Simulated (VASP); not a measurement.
A run of VASP 6.6.1 is set up as follows.

File INCAR:

```
  PREC = Accurate
  ENCUT = 600
  EDIFF = 1E-7
  ISMEAR = 0
  SIGMA = 0.1
  LREAL = F
  LASPH = T
  NELM = 120
  ALGO = Normal
  ISIF = 3
  LWAVE = F
  LCHARG = F
  GGA = PE
  IBRION = 2
  NSW = 90
  EDIFFG = -0.04
  GGA_COMPAT = F
  NELMIN = 4
```

Contents of KPOINTS:

```
regular mesh
0
Gamma
  4 4 4
```

The input POSCAR:

```
BePtC3
1.0
    3.9737205800      0.0000000000      0.0000000000
    0.0000000000      3.9737205800      0.0000000000
    0.0000000000      0.0000000000      3.9737205800
Be Pt C
1 1 3
Direct
    0.5000000000      0.5000000000      0.5000000000
    0.0000000000      0.0000000000      0.0000000000
    0.5000000000      0.0000000000      0.0000000000
    0.0000000000      0.5000000000      0.0000000000
    0.0000000000      0.0000000000      0.5000000000
```

Potentials or basis: VASP PAW PBE potentials, release 64 (Be, Pt, C).

Launch:

```bash
$ cat potpaw_PBE.64/Be/POTCAR potpaw_PBE.64/Pt/POTCAR potpaw_PBE.64/C/POTCAR > POTCAR
$ mpirun -np 1 vasp_std > vasp.out
```

(1) What does it give for the relaxed cell?

(2) What does it give for the relaxed volume?

(3) What does it give for the space group after relaxing (to 0.05 Å)?

(4) Predict the band gap on the k mesh.

Results:

(1) a = 3.987 Å, b = 3.987 Å, c = 3.987 Å, α = 90.00°, β = 90.00°, γ = 90.00°.

(2) 12.67 Å³/atom.

(3) Pm-3m (No. 221).

(4) zero (band 12 reaches 5.75 eV, above the bottom of band 13 at 4.89 eV).

Caveat: the k points lie up to 0.39 Å⁻¹ apart in the final cell; spin-orbit coupling is left out, which moves the levels of the heavy elements.
